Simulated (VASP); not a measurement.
Here is a VASP 6.6.1 calculation.

INCAR

```
PREC     = Accurate       # precision mode
ENCUT    = 500            # plane-wave cutoff, eV
EDIFF    = 1E-7           # SCF threshold, eV
ISMEAR   = 0              # smearing method
SIGMA    = 0.1            # smearing width, eV
LREAL    = False          # projectors in reciprocal space
LASPH    = True           # aspherical terms in the spheres
NELM     = 120            # most SCF steps
ALGO     = Normal         # electronic algorithm
ISIF     = 3              # what is computed and relaxed
LWAVE    = False          # write WAVECAR
LCHARG   = False          # write CHGCAR
GGA      = PE             # functional
IBRION   = 2              # ionic algorithm
NSW      = 100            # ionic steps
EDIFFG   = -0.01          # ionic threshold
GGA_COMPAT= False        
NELMIN   = 4
```

File KPOINTS:

```
regular mesh
0
Gamma
  15 15 10
```

Contents of POSCAR:

```
Ru
1.0
    3.7288211039      0.0000000000      0.0000000000
   -1.8644105519      3.2292538021      0.0000000000
    0.0000000000      0.0000000000      5.3747688362
Ru
4
Direct
    0.0000000000      0.0000000000      0.5000000000
    0.0000000000      0.0000000000      0.0000000000
    0.3333333333      0.6666666667      0.7500000000
    0.6666666667      0.3333333333      0.2500000000
```

Potentials or basis: VASP PAW PBE potentials, release 64 (Ru_pv).

Run with:

```sh
$ cat potpaw_PBE.64/Ru_pv/POTCAR > POTCAR
$ mpirun -np 1 vasp_std > vasp.out
```

(1) Predict the relaxed cell.

(2) Predict the band gap on the k mesh.

Results:

(1) a = 3.746 Å, b = 3.746 Å, c = 5.336 Å, α = 90.00°, β = 90.00°, γ = 120.00°.

(2) zero (bands 28 and 29 overlap by 0.93 eV).
